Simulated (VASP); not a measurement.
Here is a VASP 6.6.1 calculation.

Contents of INCAR:

```
ALGO = Normal ; EDIFF = 1E-6
EDIFFG = -0.01 ; ENCUT = 600
GGA = PS ; IBRION = 2
ISIF = 3 ; ISMEAR = -1
LASPH = T ; LCHARG = F
LREAL = F ; LWAVE = F
NELM = 100 ; NSW = 80
PREC = Accurate ; PSTRESS = 600.0
SIGMA = 0.1
```

Contents of KPOINTS:

```
k-points
0
Gamma
  8 8 5
```

POSCAR

```
As
1.0
    3.1200000000      0.0000000000      0.0000000000
   -1.5600000000      2.7019992598      0.0000000000
    0.0000000000      0.0000000000      5.0949600000
As
2
Direct
    0.3333333333      0.6666666667      0.2500000000
    0.6666666667      0.3333333333      0.7500000000
```

Potentials or basis: VASP PAW PBE potentials, release 64 (As).

Run with:

```bash
$ cat potpaw_PBE.64/As/POTCAR > POTCAR
$ mpirun -np 1 vasp_std > vasp.out
```

Question: Estimate the relaxed cell.

Answer: a = 2.685 Å, b = 2.685 Å, c = 4.258 Å, α = 90.00°, β = 90.00°, γ = 120.00°.

Question: Predict the space group after relaxing (to 0.05 Å).

Answer: P6_3/mmc (No. 194).

Final structure:
```xyz
2
Lattice="2.6853 0.0000 0.0000 -1.3426 2.3255 0.0000 0.0000 0.0000 4.2576" Properties=species:S:1:pos:R:3 pbc="T T T"
As    0.0000    1.5503    1.0644
As    1.3426    0.7752    3.1932
```
